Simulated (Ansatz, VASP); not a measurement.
**One calculation of GaO, two programs**

```
Ga O
1.0
     2.83365    0.00000    0.00000
     0.00000    2.83365    0.00000
     0.00000    0.00000    2.83365
Ga O
1 1
Direct
  0.50000 0.50000 0.50000
  0.00000 0.00000 0.00000
```

Change from the starting cell: species swapped into the ZnPt type (P4/mmm, No. 123).

Alike in both runs: functional PBE; k mesh 20 × 20 × 20; occupations gaussian, width 0.1 eV; no spin polarisation.

Ansatz relaxed the structure, and its values are those at the end. VASP's run is a single point on that final structure, the one shown.

```csv
,VASP,Ansatz
version,VASP 6.6.1,Ansatz 0.2.0
potentials or method,"VASP PAW PBE potentials, release 64 (Ga_d, O), cutoff 520 eV","scalar-relativistic, plane waves, PAW"
valence electrons in the cell,19,19
```

Ansatz gave:

- gap on the k mesh at the Fermi level (eV): none
- pressure (GPa): 0.0

**Question.** Which values does VASP return?

**Answer.** gap on the k mesh at the Fermi level (eV): none; pressure (GPa): 0.3.

A gap of «none» marks a metal or a gap that the smearing closes. With one functional, cell and mesh, what is left measures potentials, basis and numerics.
